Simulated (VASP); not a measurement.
# Zn (I4_1/amd) in VASP: notebook

The runs below take Zn through single point, relaxation of cell and atoms, with r2SCAN.

Everything below comes from runs of VASP 6.6.1. Logs are shortened: lines on timing, memory, paths and dates and some standing lists are left out, and cuts for length are marked.

## Step 1: The cell of the first run

The structure is tetragonal, space group I4_1/amd (No. 141). Conventional cell: a = 4.851 Å, b = 4.851 Å, c = 2.647 Å, α = 90.00°, β = 90.00°, γ = 90.00°. Zn (site symmetry -4m2) has 10 Zn at 2.51 to 3.13 Å within 3.3 Å.

## Step 2: Single point, r2SCAN

POSCAR

```
Zn
1.0
   -2.4256828237      2.4256828237      1.3232547571
    2.4256828237     -2.4256828237      1.3232547571
    2.4256828237      2.4256828237     -1.3232547571
Zn
2
Direct
    0.0000000000      0.0000000000      0.0000000000
    0.7500000000      0.2500000000      0.5000000000
```

INCAR.step1

```
PREC = Accurate ; ENCUT = 520
ISMEAR = 0 ; SIGMA = 0.1
LREAL = F ; LASPH = T
NELM = 80 ; NBANDS = 19
GGA = PE ; ALGO = Normal
EDIFF = 1E-4 ; LWAVE = T
LCHARG = F
```

INCAR.step2

```
PREC = Accurate ; ENCUT = 520
EDIFF = 1E-7 ; ISMEAR = 0
SIGMA = 0.1 ; LREAL = F
LASPH = T ; NELM = 80
ALGO = Normal ; ISIF = 2
LWAVE = F ; LCHARG = F
METAGGA = R2SCAN ; LMIXTAU = T
NBANDS = 19 ; ISTART = 1
```

KPOINTS

```
Automatic mesh
0
Gamma
  8 8 8
```

Potentials or basis: VASP PAW PBE potentials, release 64 (Zn).

Launch:

```console
cat potpaw_PBE.64/Zn/POTCAR > POTCAR
cp INCAR.step1 INCAR
mpirun -np 1 vasp_std > vasp.out
cp INCAR.step2 INCAR
mpirun -np 1 vasp_std > vasp.out
```

OUTCAR:

```text
PREC = Accurate
   ENCUT = 520
   EDIFF = 1E-7
   ISMEAR = 0
   LREAL = F
   LASPH = T
   NELM = 80
   ISIF = 2
   METAGGA = R2SCAN
   ISTART = 1

 ion  position               nearest neighbor table
   1  0.000  0.000  0.000-   2 2.51   2 2.51   2 2.51   2 2.51
   2  0.750  0.250  0.500-   1 2.51   1 2.51   1 2.51   1 2.51

  LATTYP: Found a body centered tetragonal cell.
 ALAT       =     4.8513656474
 C/A-ratio  =     0.5455184595

  Lattice vectors:

 A1 = (  -2.4256828237,   2.4256828237,   1.3232547571)
 A2 = (   2.4256828237,  -2.4256828237,   1.3232547571)
 A3 = (   2.4256828237,   2.4256828237,  -1.3232547571)

Analysis of symmetry for initial positions (statically):
=====================================================================
 Subroutine PRICEL returns:
 Original cell was already a primitive cell.

 Routine SETGRP: Setting up the symmetry group for a
 body centered tetragonal supercell.

 Subroutine GETGRP returns: Found 16 space group operations
 (whereof  8 operations were pure point group operations)
 out of a pool of 16 trial point group operations.

The static configuration has the point symmetry D_2d.
 The point group associated with its full space group is D_4h.

Analysis of symmetry for dynamics (positions and initial velocities):
=====================================================================
 Subroutine PRICEL returns:
 Original cell was already a primitive cell.

 Routine SETGRP: Setting up the symmetry group for a
 body centered tetragonal supercell.

 Subroutine GETGRP returns: Found 16 space group operations
 (whereof  8 operations were pure point group operations)
 out of a pool of 16 trial point group operations.

The dynamic configuration has the point symmetry D_2d.
 The point group associated with its full space group is D_4h.

 Subroutine INISYM returns: Found 16 space group operations
 (whereof  8 operations are pure point group operations),
 and found     1 'primitive' translations

----------------------------------------------------------------------------------------

                                     Primitive cell

  volume of cell :      31.1438

  direct lattice vectors                    reciprocal lattice vectors
    -2.425682824  2.425682824  1.323254757     0.000000000  0.206127526  0.377856189
     2.425682824 -2.425682824  1.323254757     0.206127526  0.000000000  0.377856189
     2.425682824  2.425682824 -1.323254757     0.206127526  0.206127526  0.000000000

  length of vectors
     3.676802616  3.676802616  3.676802616     0.430422881  0.430422881  0.291508343

  position of ions in fractional coordinates (direct lattice)
     0.000000000  0.000000000  0.000000000
     0.750000000  0.250000000  0.500000000

  ion indices of the primitive-cell ions
   primitive index   ion index
                 1           1
                 2           2

----------------------------------------------------------------------------------------

 KPOINTS: Automatic mesh

Automatic generation of k-mesh.
 Grid dimensions read from file:
 generate k-points for:    8    8    8

 Generating k-lattice:

  Cartesian coordinates                     Fractional coordinates (reciprocal lattice)
     0.000000000  0.025765941  0.047232024     0.125000000  0.000000000  0.000000000
     0.025765941  0.000000000  0.047232024     0.000000000  0.125000000  0.000000000
     0.025765941  0.025765941  0.000000000     0.000000000  0.000000000  0.125000000

  Length of vectors
     0.053802860  0.053802860  0.036438543

  Shift w.r.t. Gamma in fractional coordinates (k-lattice)
     0.000000000  0.000000000  0.000000000

 Subroutine IBZKPT returns following result:
 ===========================================

 Found     59 irreducible k-points:

 Following reciprocal coordinates:
            Coordinates               Weight
  0.000000  0.000000  0.000000      1.000000
  0.125000 -0.000000  0.000000      8.000000
  0.250000 -0.000000  0.000000      8.000000
  0.375000  0.000000 -0.000000      8.000000
  0.500000 -0.000000  0.000000      4.000000
  0.125000  0.125000  0.000000      8.000000
[... 16 lines left out ...]
  0.250000  0.125000  0.125000     16.000000
  0.375000  0.125000  0.125000      8.000000
 [... further k-points ...]
   k-points           NKPTS =     59   k-points in BZ     NKDIM =     59   number of bands    NBANDS=     19
   number of dos      NEDOS =    301   number of ions     NIONS =      2
   total plane-waves  NPLWV =  21952
   dimension x,y,z NGX =    28 NGY =   28 NGZ =   28
   dimension x,y,z NGXF=    56 NGYF=   56 NGZF=   56
   ions per type =               2
   NGX,Y,Z   is equivalent  to a cutoff of  12.66, 12.66, 12.66 a.u.
   NGXF,Y,Z  is equivalent  to a cutoff of  25.32, 25.32, 25.32 a.u.
 SYSTEM =  unknown system
   PREC   = accura    normal or accurate (medium, high low for compatibility)
   ISTART =      1    job   : 0-new  1-cont  2-samecut
   ICHARG =      0    charge: 1-file 2-atom 10-const
   ISPIN  =      1    spin polarized calculation?
   LNONCOLLINEAR =      F non collinear calculations
   LSORBIT =      F    spin-orbit coupling
   LASPH  =      T    aspherical Exc in radial PAW
   ENCUT  =  520.0 eV  38.22 Ry    6.18 a.u.   6.84  6.84  6.84*2*pi/ulx,y,z
   NELM   =     80;   NELMIN=  2; NELMDL=  0     # of ELM steps
   EDIFF  = 0.1E-06   stopping-criterion for ELM
   LREAL  =      F    real-space projection
   EDIFFG = 0.1E-05   stopping-criterion for IOM
   NSW    =      0    number of steps for IOM
   IBRION =     -1    ionic relax: 0-MD 1-quasi-New 2-CG
   NFREE  =      0    steps in history (QN), initial steepest desc. (CG)
   ISIF   =      2    stress and relaxation
   ISYM   =      2    0-nonsym 1-usesym 2-fastsym
   POTIM  = 0.5000    time-step for ionic-motion
   TEBEG  =    0.0;   TEEND  =   0.0 temperature during run
   PSTRESS=    0.0 pullay stress
   NELECT =      24.0000    total number of electrons
   NUPDOWN=      -1.0000    fix difference up-down
   EMIN   =  10.00;   EMAX   =-10.00  energy-range for DOS
   EFERMI =   0.00;   METHOD = LEGACY
   ISMEAR =     0;   SIGMA  =   0.10  broadening in eV -4-tet -1-fermi 0-gaus
   EFERMI_NEDOS =   21; number of points for ismear=-14 and -15
   IALGO  =     38    algorithm
   IMIX   =      4    mixing-type and parameters
     AMIX     =   0.40;   BMIX     =  1.00
     AMIX_MAG =   1.60;   BMIX_MAG =  1.00
  volume/ion in A,a.u.               =      15.57       105.08
  Fermi-wavevector in a.u.,A,eV,Ry     =   1.500910  2.836309 30.650278  2.252732
  Thomas-Fermi vector in A             =   2.612349
   LORBIT       =      0    0 simple, 1 ext, 2 COOP (PROOUT), +10 PAW based schemes
   METAGGA = R2SCAN    functional components
   LHFCALC =     F    Hartree Fock is set to
   AEXX    =    0.0000 exact exchange contribution
   IVDW    =     0    specifies the selected vdW correction
   LEPSILON=     F    determine dielectric tensor
   LRPA    =     F    only Hartree local field effects (RPA)
 non-spin polarized calculation
 Gauss-broadening in eV      SIGMA  =   0.10
  energy-cutoff  :      520.00
  volume of cell :       31.14
 maximum number of plane-waves:       851
   NGX = 13   NGY = 13   NGZ = 13

 number of electron      23.9999987 magnetization

 Free energy of the ion-electron system (eV)
  ---------------------------------------------------
  ext. energy  EPLUGINS =         0.00000000
  ---------------------------------------------------
  free energy    TOTEN  =       -17.21512999 eV

  energy without entropy =      -17.21290030  energy(sigma->0) =      -17.21401514

 E-fermi :   2.6693     XC(G=0): -12.4081

 val. band max:        2.5557291071   @ k =  -0.3750   0.3750   0.2500
 cond. band min:       2.6921711705   @ k =  -0.2500  -0.3750   0.2500
 fundamental gap:      0.1364420634
 Fermi energy:         2.6693018694

 k-point     1 :       0.0000    0.0000    0.0000
  band No.  band energies     occupation
      1      -7.8272      2.00000
      2      -5.9382      2.00000
      3      -5.8638      2.00000
      4      -5.5903      2.00000
      5      -5.4966      2.00000
      6      -4.8021      2.00000
[... 11 lines left out ...]
     18      20.0996      0.00000
     19      20.2637      0.00000

 k-point     2 :       0.1250   -0.0000    0.0000
  band No.  band energies     occupation
      1      -7.3646      2.00000
      2      -5.8594      2.00000
      3      -5.8396      2.00000
      4      -5.4412      2.00000
      5      -5.4080      2.00000
      6      -4.9601      2.00000
[... 11 lines left out ...]
     18      17.3219      0.00000
     19      17.6398      0.00000

 k-point     3 :       0.2500   -0.0000    0.0000
  band No.  band energies     occupation
      1      -6.2148      2.00000
      2      -5.7626      2.00000
      3      -5.6880      2.00000
      4      -5.2260      2.00000
      5      -5.2001      2.00000
      6      -5.1806      2.00000
[... 11 lines left out ...]
     18      14.1997      0.00000
     19      15.0000      0.00000

 k-point     4 :       0.3750    0.0000   -0.0000
  band No.  band energies     occupation
      1      -5.8076      2.00000
      2      -5.6742      2.00000
      3      -5.6676      2.00000
      4      -5.3995      2.00000
      5      -5.2142      2.00000
      6      -4.9948      2.00000
[... 11 lines left out ...]
     18      15.5476      0.00000
     19      16.3302      0.00000

 k-point     5 :       0.5000   -0.0000    0.0000
  band No.  band energies     occupation
      1      -5.8191      2.00000
      2      -5.7373      2.00000
      3      -5.5795      2.00000
      4      -5.5460      2.00000
      5      -5.1141      2.00000
      6      -5.0452      2.00000
[... 11 lines left out ...]
     18      15.8135      0.00000
     19      18.8406      0.00000
[... 334 lines left out ...]
      2      -5.7624      2.00000
      3      -5.3639      2.00000
      4      -5.3638      2.00000
      5      -5.3512      2.00000
      6      -5.3512      2.00000
[... 11 lines left out ...]
     18      17.5863      0.00000
     19      21.1935      0.00000

 k-point    22 :       0.1250    0.1250    0.1250
  band No.  band energies     occupation
      1      -5.9705      2.00000
      2      -5.7599      2.00000
      3      -5.5923      2.00000
      4      -5.3299      2.00000
      5      -5.2828      2.00000
      6      -4.9992      2.00000
[... 11 lines left out ...]
     18      15.3390      0.00000
     19      16.2084      0.00000

 k-point    23 :       0.2500    0.1250    0.1250
  band No.  band energies     occupation
      1      -5.8030      2.00000
      2      -5.7694      2.00000
      3      -5.4781      2.00000
      4      -5.4105      2.00000
      5      -5.2591      2.00000
      6      -5.0313      2.00000
[... 11 lines left out ...]
     18      14.3100      0.00000
     19      16.3347      0.00000

 k-point    24 :       0.3750    0.1250    0.1250
  band No.  band energies     occupation
      1      -5.8302      2.00000
      2      -5.7761      2.00000
      3      -5.6015      2.00000
      4      -5.3255      2.00000
      5      -5.3065      2.00000
      6      -4.9664      2.00000
[... 11 lines left out ...]
     18      15.9509      0.00000
     19      17.0404      0.00000

 [... further k-points ...]
[... 5 lines left out ...]
  --------------------------------------------------------------------------------------
  -------------------------------------------------------------------------------------
  Total        1.4275089      1.4275089     -0.1429094      0.0000000      0.0000000      0.0000000
  in kB       73.4375063     73.4375063     -7.3519077      0.0000000      0.0000000      0.0000000
  external PRESSURE =      46.5077016 kB  Pullay stress =       0.0000000 kB

 VOLUME and BASIS-vectors are now :
 -----------------------------------------------------------------------------
  energy-cutoff  :      520.00
  volume of cell :       31.14
      direct lattice vectors                 reciprocal lattice vectors
    -2.425682824  2.425682824  1.323254757     0.000000000  0.206127526  0.377856189
     2.425682824 -2.425682824  1.323254757     0.206127526  0.000000000  0.377856189
     2.425682824  2.425682824 -1.323254757     0.206127526  0.206127526  0.000000000

 POSITION                                       TOTAL-FORCE (eV/Angst)
 -----------------------------------------------------------------------------------
      0.00000      0.00000      0.00000         0.000000     -0.000000     -0.000000
      0.00000      2.42568      0.66163        -0.000000      0.000000      0.000000
 -----------------------------------------------------------------------------------
    total drift:                               -0.000000      0.000000      0.000000

  FREE ENERGIE OF THE ION-ELECTRON SYSTEM (eV)
  ---------------------------------------------------
  free  energy   TOTEN  =       -17.2151299930 eV

  energy  without entropy=      -17.2129002967  energy(sigma->0) =      -17.21401514
```

It took 2.7 min on 1 thread of Intel Xeon Platinum 8259CL at 2.50GHz (Skylake/Cascade Lake), shared host; peak memory 0.17 GiB.

Results:

- Free energy: -17.2151 eV
- Pressure: 4.7 GPa
- Band gap on the k mesh: zero (band 12 reaches 6.55 eV, above the bottom of band 13 at 0.25 eV)

Caveat: the PAW data sets were made with another functional, which shifts forces and pressure a little.

## Step 3: Single point, r2SCAN

This run uses another cell than the first one, of 16.40 Å³/atom, 1.053 times its volume.

POSCAR

```
Zn
1.0
   -2.5673649078      2.5673649078      1.2439132152
    2.5673649078     -2.5673649078      1.2439132152
    2.5673649078      2.5673649078     -1.2439132152
Zn
2
Direct
    0.0000000000      0.0000000000      0.0000000000
    0.7500000000      0.2500000000      0.5000000000
```

INCAR.step1

```
ALGO     = Normal         # electronic algorithm
EDIFF    = 1E-4           # SCF threshold, eV
ENCUT    = 520            # plane-wave cutoff, eV
GGA      = PE             # functional
ISMEAR   = 0              # smearing method
LASPH    = T              # aspherical terms in the spheres
LCHARG   = F              # write CHGCAR
LREAL    = F              # projectors in reciprocal space
LWAVE    = T              # write WAVECAR
NBANDS   = 19             # bands
NELM     = 100            # most SCF steps
PREC     = Accurate       # precision mode
SIGMA    = 0.1            # smearing width, eV
```

INCAR.step2

```
ALGO     = Normal         # electronic algorithm
EDIFF    = 1E-6           # SCF threshold, eV
ENCUT    = 520            # plane-wave cutoff, eV
ISIF     = 2              # what is computed and relaxed
ISMEAR   = 0              # smearing method
ISTART   = 1            
LASPH    = T              # aspherical terms in the spheres
LCHARG   = F              # write CHGCAR
LMIXTAU  = T            
LREAL    = F              # projectors in reciprocal space
LWAVE    = F              # write WAVECAR
METAGGA  = R2SCAN         # meta-GGA
NBANDS   = 19             # bands
NELM     = 100            # most SCF steps
PREC     = Accurate       # precision mode
SIGMA    = 0.1            # smearing width, eV
```

KPOINTS

```
k-points
0
Gamma
  8 8 8
```

Potentials or basis: VASP PAW PBE potentials, release 64 (Zn).

Launch:

```console
cat potpaw_PBE.64/Zn/POTCAR > POTCAR
cp INCAR.step1 INCAR
mpirun -np 1 vasp_std > vasp.out
cp INCAR.step2 INCAR
mpirun -np 1 vasp_std > vasp.out
```

Run time: 3.2 min. Hardware: 1 thread of Intel Xeon Platinum 8259CL at 2.50GHz (Skylake/Cascade Lake), shared host; peak memory 0.18 GiB.

The run converged. Its results:

```yaml
Free_energy: -17.3416 eV
Pressure: 0.3 GPa
Band_gap_on_the_k_mesh: zero (band 12 reaches 5.92 eV, above the bottom of band 13 at -0.87 eV)
```

Stress tensor (GPa, compression positive):
```
0.13 0.00 0.00
0.00 0.13 0.00
0.00 0.00 0.57
```

Levels at points of the mesh, in eV from the Fermi level:
| k point | band 10 | band 11 | band 12 | band 13 | band 14 | band 15 |
| --- | --- | --- | --- | --- | --- | --- |
| (0.00, 0.00, 0.00) | -7.35 | -7.12 | 1.04 | 1.04 | 2.83 | 6.42 |
| (0.50, 0.00, 0.00) | -7.07 | -2.21 | -0.95 | 2.50 | 4.01 | 4.88 |
| (0.50, 0.50, 0.00) | -7.33 | -6.61 | -6.61 | 4.89 | 4.89 | 6.90 |
| (0.50, 0.50, 0.50) | -7.37 | -3.47 | -3.47 | -3.31 | -3.31 | 16.19 |

Caveat: the PAW data sets were made with another functional, which shifts forces and pressure a little.

[end of part 1 of 2]
